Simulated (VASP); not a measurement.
Set up this calculation in VASP 6.6.1, as the native input.

```yaml
Task: relaxation of cell and atoms
Functional: r2SCAN
Potentials_or_basis: VASP PAW PBE potentials, release 64 (Co)
Cutoff: 600 eV
k_mesh: 12 × 12 × 7
Occupations: fermi-dirac, width 0.05 eV
Spin: collinear spin, ferromagnetic start
Starting_moments: "[2.0, 2.0] μB"
Target_pressure: 10 GPa
Dipole_correction: no
Further_INCAR_settings: ALGO = Normal; EDIFF = 1e-07; IBRION = 2; EDIFFG = -0.01; NSW = 60; ISIF = 3
```

The system is Co.

```
Co
1.0
     2.47200    0.00000    0.00000
    -1.23600    2.14081    0.00000
     0.00000    0.00000    4.02114
Co
2
Direct
  0.66667 0.33333 0.75000
  0.33333 0.66667 0.25000
```

One way to write it, as run:

POSCAR

```
Co
1.0
    2.4719999032      0.0000000000      0.0000000000
   -1.2359999516      2.1408147143      0.0000000000
    0.0000000000      0.0000000000      4.0211440800
Co
2
Direct
    0.6666666667      0.3333333333      0.7500000000
    0.3333333333      0.6666666667      0.2500000000
```

INCAR.step1

```
SYSTEM = Co
PREC = Accurate ; ENCUT = 600
ISMEAR = -1 ; SIGMA = 0.05
LREAL = .FALSE. ; LASPH = .TRUE.
NELM = 150 ; ISPIN = 2
MAGMOM = 2 2 ; LMAXMIX = 4
GGA = PE ; ALGO = Normal
EDIFF = 1E-4 ; LWAVE = .TRUE.
LCHARG = .FALSE.
```

INCAR.step2

```
SYSTEM = Co
PREC = Accurate ; ENCUT = 600
EDIFF = 1E-7 ; ISMEAR = -1
SIGMA = 0.05 ; LREAL = .FALSE.
LASPH = .TRUE. ; NELM = 150
ALGO = Normal ; ISIF = 3
LWAVE = .FALSE. ; LCHARG = .FALSE.
ISPIN = 2 ; MAGMOM = 2 2
LORBIT = 11 ; LMAXMIX = 4
METAGGA = R2SCAN ; LMIXTAU = .TRUE.
IBRION = 2 ; NSW = 60
EDIFFG = -0.01 ; PSTRESS = 100.0
ISTART = 1
```

KPOINTS

```
regular mesh
0
G
  12 12 7
  0 0 0
```

Potentials or basis: VASP PAW PBE potentials, release 64 (Co).

Run with:

```sh
$ cat potpaw_PBE.64/Co/POTCAR > POTCAR
$ cp INCAR.step1 INCAR
$ mpirun -np 1 vasp_std > vasp.out
$ cp INCAR.step2 INCAR
$ mpirun -np 1 vasp_std > vasp.out
```

Results of the run:

```yaml
Relaxed_volume: 10.20 Å³/atom
Relaxed_cell: a = 2.440 Å, b = 2.440 Å, c = 3.957 Å, α = 90.00°, β = 90.00°, γ = 120.00°
Space_group_after_relaxing_to_0.1_Å: P6_3/mmc (No. 194)
Energy_change_on_relaxing_the_run_minimises_the_enthalpy: +13.3 meV/atom
Ionic_steps: 6
Pressure_after_relaxing: 10.1 GPa
Net_moment: 3.43 μB per cell
Site_moments: Co +1.76 μB
Valence_electrons_inside_the_program's_atomic_spheres: Co 8.43
```

Caveat: the cell is relaxed towards a set pressure, so the run minimises the enthalpy, not the energy; the PAW data sets were made with another functional, which shifts forces and pressure a little.

Run time: 8.8 min on 1 thread of AMD EPYC 9R45 96-Core Processor (Zen 5), on a shared host, peak memory 0.16 GiB.
